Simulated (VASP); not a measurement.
# Mg (P6_3/mmc) in VASP: a series of runs

The runs below take Mg through density of states, vibrations by perturbation theory, with PBE.

All numbers are computed with VASP 6.6.1; they aren't measurements. Logs are shortened: lines on timing, memory, paths and dates and some standing lists are left out, and cuts for length are marked.

**1. The cell of the first run**

The structure is hexagonal, space group P6_3/mmc (No. 194). The conventional cell has a = 3.210 Å, b = 3.210 Å, c = 5.138 Å, α = 90.00°, β = 90.00°, γ = 120.00°. Within 4.2 Å of Mg (site symmetry -6m2) lie 12 Mg at 3.17 to 3.21 Å.

**2. Density of states, PBE**

Contents of POSCAR:

```
Mg
1.0
    3.2100636628      0.0000000000      0.0000000000
   -1.6050318314      2.7799966797      0.0000000000
    0.0000000000      0.0000000000      5.1379319477
Mg
2
Direct
    0.3333333333      0.6666666667      0.2500000000
    0.6666666667      0.3333333333      0.7500000000
```

Contents of INCAR.step1:

```
PREC = Accurate
ENCUT = 520
EDIFF = 1E-7
ISMEAR = 0
SIGMA = 0.1
LREAL = False
LASPH = True
NELM = 100
ALGO = Normal
ISIF = 2
LWAVE = False
LCHARG = True
GGA = PE
NBANDS = 9
```

Contents of KPOINTS.step1:

```
regular mesh
0
Gamma
  15 15 8
```

Contents of INCAR.step2:

```
PREC = Accurate
ENCUT = 520
EDIFF = 1E-7
ISMEAR = -5
SIGMA = 0.1
LREAL = False
LASPH = True
NELM = 100
ALGO = Normal
ISIF = 2
LWAVE = False
LCHARG = False
GGA = PE
LORBIT = 11
NBANDS = 9
NEDOS = 1001
ICHARG = 11
```

Contents of KPOINTS.step2:

```
regular mesh
0
Gamma
  23 23 12
```

Potentials or basis: VASP PAW PBE potentials, release 64 (Mg).

Started as:

```
$ cat potpaw_PBE.64/Mg/POTCAR > POTCAR
$ cp INCAR.step1 INCAR
$ cp KPOINTS.step1 KPOINTS
$ mpirun -np 1 vasp_std > vasp.out
$ cp INCAR.step2 INCAR
$ cp KPOINTS.step2 KPOINTS
$ mpirun -np 1 vasp_std > vasp.out
```

OUTCAR:

```text
PREC = Accurate
   ENCUT = 520
   EDIFF = 1E-7
   ISMEAR = -5
   LREAL = False
   LASPH = True
   NELM = 100
   ISIF = 2
   GGA = PE
   LORBIT = 11
   ICHARG = 11

 ion  position               nearest neighbor table
   1  0.333  0.667  0.250-   2 3.17   2 3.17   2 3.17   2 3.17   2 3.17   2 3.17
   2  0.667  0.333  0.750-   1 3.17   1 3.17   1 3.17   1 3.17   1 3.17   1 3.17

  LATTYP: Found a hexagonal cell.
 ALAT       =     3.2100636628
 C/A-ratio  =     1.6005701093

  Lattice vectors:

 A1 = (   3.2100636628,   0.0000000000,   0.0000000000)
 A2 = (  -1.6050318314,   2.7799966797,   0.0000000000)
 A3 = (   0.0000000000,   0.0000000000,   5.1379319477)

Analysis of symmetry for initial positions (statically):
=====================================================================
 Subroutine PRICEL returns:
 Original cell was already a primitive cell.

 Routine SETGRP: Setting up the symmetry group for a
 hexagonal supercell.

 Subroutine GETGRP returns: Found 24 space group operations
 (whereof 12 operations were pure point group operations)
 out of a pool of 24 trial point group operations.

The static configuration has the point symmetry D_3d.
 The point group associated with its full space group is D_6h.

Analysis of symmetry for dynamics (positions and initial velocities):
=====================================================================
 Subroutine PRICEL returns:
 Original cell was already a primitive cell.

 Routine SETGRP: Setting up the symmetry group for a
 hexagonal supercell.

 Subroutine GETGRP returns: Found 24 space group operations
 (whereof 12 operations were pure point group operations)
 out of a pool of 24 trial point group operations.

The dynamic configuration has the point symmetry D_3d.
 The point group associated with its full space group is D_6h.

 Subroutine INISYM returns: Found 24 space group operations
 (whereof 12 operations are pure point group operations),
 and found     1 'primitive' translations

----------------------------------------------------------------------------------------

[... 100 lines left out ...]
   ISIF   =      2    stress and relaxation
   ISYM   =      2    0-nonsym 1-usesym 2-fastsym
   POTIM  = 0.5000    time-step for ionic-motion
   TEBEG  =    0.0;   TEEND  =   0.0 temperature during run
   PSTRESS=    0.0 pullay stress
   NELECT =       4.0000    total number of electrons
   NUPDOWN=      -1.0000    fix difference up-down
   EMIN   =  10.00;   EMAX   =-10.00  energy-range for DOS
   EFERMI =   0.00;   METHOD = LEGACY
   ISMEAR =    -5;   SIGMA  =   0.10  broadening in eV -4-tet -1-fermi 0-gaus
   EFERMI_NEDOS =   21; number of points for ismear=-14 and -15
   IALGO  =     38    algorithm
   IMIX   =      4    mixing-type and parameters
     AMIX     =   0.40;   BMIX     =  1.00
     AMIX_MAG =   1.60;   BMIX_MAG =  1.00
  volume/ion in A,a.u.               =      22.93       154.71
  Fermi-wavevector in a.u.,A,eV,Ry     =   0.726072  1.372076  7.172717  0.527180
  Thomas-Fermi vector in A             =   1.816953
   LORBIT       =     11    0 simple, 1 ext, 2 COOP (PROOUT), +10 PAW based schemes
   GGA     = PE    functional components
   LHFCALC =     F    Hartree Fock is set to
   AEXX    =    0.0000 exact exchange contribution
   IVDW    =     0    specifies the selected vdW correction
   LEPSILON=     F    determine dielectric tensor
   LRPA    =     F    only Hartree local field effects (RPA)
 non-spin polarized calculation
 Fermi weights with tetrahedron method with Bloechl corrections
  energy-cutoff  :      520.00
  volume of cell :       45.85
 maximum number of plane-waves:      1259
 NGX is ok and might be reduce to    24

 number of electron       4.0000000 magnetization

 Free energy of the ion-electron system (eV)
  ---------------------------------------------------
  ext. energy  EPLUGINS =         0.00000000
  ---------------------------------------------------
  free energy    TOTEN  =        -3.01155319 eV

  energy without entropy =       -3.01155319  energy(sigma->0) =       -3.01155319

 E-fermi :   2.6623     XC(G=0):  -8.4952

 val. band max:        2.7961901251   @ k =   0.3043   0.3043   0.3333
 cond. band min:       2.5085975161   @ k =   0.1739   0.0870   0.0000
 fundamental gap:     -0.2875926090
 Fermi energy:         2.6622989507

 k-point     1 :       0.0000    0.0000    0.0000
  band No.  band energies     occupation
      1      -4.2969      2.00000
      2       1.0292      2.00000
      3       1.5319      2.00000
      4      13.4374      0.00000
      5      13.4374      0.00000
      6      13.5198      0.00000
      7      13.5198      0.00000
      8      14.5388      0.00000
      9      15.9235      0.00000
[... 265 lines left out ...]
 k-point    24 :       0.0870    0.0870    0.0000
  band No.  band energies     occupation
      1      -3.8550      2.00000
      2       1.4332      2.00000
      3       1.9582      2.17987
      4       9.6985      0.00000
      5       9.9822      0.00000
      6      14.1013      0.00000
      7      14.1729      0.00000
      8      14.3117      0.00000
      9      15.2977      0.00000

 [... further k-points ...]

------------------------ aborting loop because EDIFF is reached ----------------------------------------

  FORCE on cell =-STRESS in cart. coord.  units (eV):
  Direction    XX          YY          ZZ          XY          YZ          ZX
  --------------------------------------------------------------------------------------
  -------------------------------------------------------------------------------------
  Total       -0.0960315     -0.0960315      0.0598189      0.0000000     -0.0000000      0.0000000
  in kB       -3.3556612     -3.3556612      2.0902699      0.0000000     -0.0000000      0.0000000
  external PRESSURE =      -1.5403508 kB  Pullay stress =       0.0000000 kB

 VOLUME and BASIS-vectors are now :
 -----------------------------------------------------------------------------
  energy-cutoff  :      520.00
  volume of cell :       45.85
      direct lattice vectors                 reciprocal lattice vectors
     3.210063663  0.000000000  0.000000000     0.311520301  0.179856330  0.000000000
    -1.605031831  2.779996680  0.000000000     0.000000000  0.359712660  0.000000000
     0.000000000  0.000000000  5.137931948     0.000000000  0.000000000  0.194630838

 POSITION                                       TOTAL-FORCE (eV/Angst)
 -----------------------------------------------------------------------------------
     -0.00000      1.85333      1.28448        -0.000000     -0.000000      0.000000
      1.60503      0.92667      3.85345         0.000000      0.000000      0.000000
 -----------------------------------------------------------------------------------
    total drift:                               -0.000000      0.000000     -0.000000

  FREE ENERGIE OF THE ION-ELECTRON SYSTEM (eV)
  ---------------------------------------------------
  free  energy   TOTEN  =        -3.0115531926 eV

  energy  without entropy=       -3.0115531926  energy(sigma->0) =       -3.01155319

 total charge

# of ion       s       p       d       tot
------------------------------------------
    1        0.207   0.127   0.011   0.346
    2        0.207   0.127   0.011   0.346
--------------------------------------------------
tot          0.414   0.255   0.023   0.692
```

Wall time 70 s (1 thread of Intel Xeon Platinum 8259CL at 2.50GHz (Skylake/Cascade Lake), shared host); peak memory 0.27 GiB.

Results:

| Item | Value |
| --- | --- |
| Valence electrons inside the program's atomic spheres | Mg 0.35 |

Levels at points of the mesh, in eV from the Fermi level:
```tsv
k point	band 1	band 2	band 3	band 4	band 5	band 6	band 7
(0.00, 0.00, 0.00)	-6.96	-1.63	-1.13	10.78	10.78	10.86	10.86
(0.00, 0.00, 0.50)	-5.54	-5.54	5.23	5.23	11.54	11.54	11.54
```

Caveat: tetrahedron occupations give inexact forces and stress in metals.

**3. Vibrations by perturbation theory, PBE**

This run uses another cell than the first one, of 23.00 Å³/atom, 1.003 times its volume.

Contents of INCAR:

```
SYSTEM = Mg
  PREC = Accurate
  ENCUT = 520
  EDIFF = 1E-8
  ISMEAR = -1
  SIGMA = 0.15
  LREAL = .False.
  LASPH = .True.
  NELM = 100
  ALGO = Normal
  ISIF = 2
  LWAVE = .False.
  LCHARG = .False.
  GGA = PE
  NBANDS = 9
  IBRION = 8
  NSW = 1
```

Contents of KPOINTS:

```
Automatic mesh
0
Gamma
  15 15 8
  0 0 0
```

Contents of POSCAR:

```
Mg
1.0
    3.2071272454      0.0000000000      0.0000000000
   -1.6035636227      2.7774536677      0.0000000000
    0.0000000000      0.0000000000      5.1634531938
Mg
2
Direct
    0.3333333333      0.6666666667      0.2500000000
    0.6666666667      0.3333333333      0.7500000000
```

Potentials or basis: VASP PAW PBE potentials, release 64 (Mg).

Started as:

```
$ cat potpaw_PBE.64/Mg/POTCAR > POTCAR
$ mpirun -np 1 vasp_std > vasp.out
```

OUTCAR:

```text
SYSTEM = Mg
   PREC = Accurate
   ENCUT = 520
   EDIFF = 1E-8
   ISMEAR = -1
   LREAL = .False.
   LASPH = .True.
   NELM = 100
   ISIF = 2
   GGA = PE
   IBRION = 8
   NSW = 1

 ion  position               nearest neighbor table
   1  0.333  0.667  0.250-   2 3.18   2 3.18   2 3.18   2 3.18   2 3.18   2 3.18
   2  0.667  0.333  0.750-   1 3.18   1 3.18   1 3.18   1 3.18   1 3.18   1 3.18

  LATTYP: Found a hexagonal cell.
 ALAT       =     3.2071272454
 C/A-ratio  =     1.6099932428

  Lattice vectors:

 A1 = (   3.2071272454,   0.0000000000,   0.0000000000)
 A2 = (  -1.6035636227,   2.7774536677,   0.0000000000)
 A3 = (   0.0000000000,   0.0000000000,   5.1634531938)

Analysis of symmetry for initial positions (statically):
=====================================================================
 Subroutine PRICEL returns:
 Original cell was already a primitive cell.

 Routine SETGRP: Setting up the symmetry group for a
 hexagonal supercell.

 Subroutine GETGRP returns: Found 24 space group operations
 (whereof 12 operations were pure point group operations)
 out of a pool of 24 trial point group operations.

The static configuration has the point symmetry D_3d.
 The point group associated with its full space group is D_6h.

Analysis of symmetry for dynamics (positions and initial velocities):
=====================================================================
 Subroutine PRICEL returns:
 Original cell was already a primitive cell.

 Routine SETGRP: Setting up the symmetry group for a
 hexagonal supercell.

[... 484 lines left out ...]
[... ionic steps 2 to 3 ...]

--------------------------------------- Ionic step        4  -------------------------------------------

------------------------ aborting loop because EDIFF is reached ----------------------------------------

[... ionic steps 5 to 5 ...]

--------------------------------------- Ionic step        6  -------------------------------------------

 Free energy of the ion-electron system (eV)
  ---------------------------------------------------
  ---------------------------------------------------
  free energy    TOTEN  =        -0.00387906 eV

  energy without entropy =       -0.00387906

------------------------ aborting loop because EDIFF is reached ----------------------------------------

 INTERNAL STRAIN TENSOR  FOR ION    1  DIRECTION 3   (eV/Angst):
 -----------------------------------------------------------------------------
     0.00274  0.00000  0.00000
     0.00000  0.00274  0.00000
     0.00000 -0.00000 -0.00627

 INTERNAL STRAIN TENSOR FOR ION    2 for displacements in x,y,z  (eV/Angst):
          X           Y           Z          XY          YZ          ZX
  --------------------------------------------------------------------------------
  x     0.00000     0.00000     0.00000     0.83553     0.00000     0.00000
  y     0.83553    -0.83553    -0.00000    -0.00000     0.00000     0.00000
  z     0.00000    -0.00000     0.00000     0.00000     0.00000     0.00000

 SECOND DERIVATIVES (NOT SYMMETRIZED)
 ------------------------------------
               1X          1Y          1Z          2X          2Y          2Z
  1X    -0.714453    0.000000    0.000000    0.714453    0.000000    0.000000
  1Y    -0.000000   -0.714453    0.000000    0.000000    0.714453    0.000000
  1Z     0.000000    0.000000   -2.773024   -0.000000   -0.000000    2.773024
  2X     0.714453    0.000000    0.000000   -0.714453    0.000000    0.000000
  2Y     0.000000    0.714453    0.000000   -0.000000   -0.714453    0.000000
  2Z    -0.000000   -0.000000    2.773024    0.000000    0.000000   -2.773024

 Eigenvectors and eigenvalues of the dynamical matrix
 ----------------------------------------------------

   1 f  =    7.467836 THz    46.921794 2PiTHz  249.100179 cm-1    30.884472 meV
             X         Y         Z           dx          dy          dz
     -0.000000  1.851636  1.290863    -0.000000   -0.000000    0.707107
      1.603564  0.925818  3.872590     0.000000   -0.000000   -0.707107
[... 11 lines left out ...]
   4 f  =    0.000000 THz     0.000000 2PiTHz    0.000002 cm-1     0.000000 meV
             X         Y         Z           dx          dy          dz
     -0.000000  1.851636  1.290863     0.149125    0.691166   -0.007175
      1.603564  0.925818  3.872590     0.149125    0.691166   -0.007175

   5 f/i=    0.000000 THz     0.000000 2PiTHz    0.000000 cm-1     0.000000 meV
             X         Y         Z           dx          dy          dz
     -0.000000  1.851636  1.290863     0.691202   -0.149102    0.002967
      1.603564  0.925818  3.872590     0.691202   -0.149102    0.002967

   6 f/i=    0.000000 THz     0.000001 2PiTHz    0.000004 cm-1     0.000000 meV
             X         Y         Z           dx          dy          dz
     -0.000000  1.851636  1.290863    -0.001387    0.007639    0.707064
      1.603564  0.925818  3.872590    -0.001387    0.007639    0.707064

--------------------------------------------------------------------------------------------------------

 ELASTIC MODULI CONTR FROM IONIC RELAXATION (kBar)
 Direction    XX          YY          ZZ          XY          YZ          ZX
 --------------------------------------------------------------------------------
 XX         -34.0371     34.0371      0.0000     -0.0000     -0.0000      0.0000
 YY          34.0371    -34.0371     -0.0000      0.0000      0.0000      0.0000
 ZZ           0.0000     -0.0000     -0.0000      0.0000     -0.0000      0.0000
 XY          -0.0000      0.0000      0.0000    -34.0371     -0.0000      0.0000
 YZ          -0.0000      0.0000     -0.0000     -0.0000     -0.0000      0.0000
 ZX           0.0000      0.0000      0.0000      0.0000      0.0000      0.0000
 --------------------------------------------------------------------------------
```

OSZICAR:

```text
N       E                     dE             d eps       ncg     rms          rms(c)
DAV:   1    -0.410054698230E+00   -0.41005E+00   -0.13210E+03  2430   0.316E+02
DAV:   2    -0.301754086791E+01   -0.26075E+01   -0.24852E+01  3353   0.261E+01
DAV:   3    -0.305733972752E+01   -0.39799E-01   -0.39429E-01  3118   0.267E+00
DAV:   4    -0.305747164738E+01   -0.13192E-03   -0.13191E-03  3083   0.154E-01
[... 32 lines left out ...]
RMM:   6    -0.387882028862E-02   -0.21055E-07   -0.27189E-07  5760   0.473E-04    0.171E-04
RMM:   7    -0.387902395304E-02   -0.20366E-06   -0.70893E-08  5740   0.119E-04    0.863E-06
RMM:   8    -0.387906620381E-02   -0.42251E-07   -0.23858E-08  5903   0.155E-05    0.285E-06
RMM:   9    -0.387906117334E-02    0.50305E-08   -0.17702E-08  5773   0.649E-06    0.837E-07
 Linear response finished
```

Run time: 4.1 min. Hardware: 1 thread of Intel Xeon Platinum 8375C at 2.90GHz (Ice Lake), shared host; peak memory 0.56 GiB.

Results:

- Highest phonon frequency at Γ: 249 cm⁻¹

Phonon frequencies in cm⁻¹ (negative: imaginary):
```csv
q point,frequencies
"(0.000, 0.000, 0.000)",0 0 0 126 126 249
```
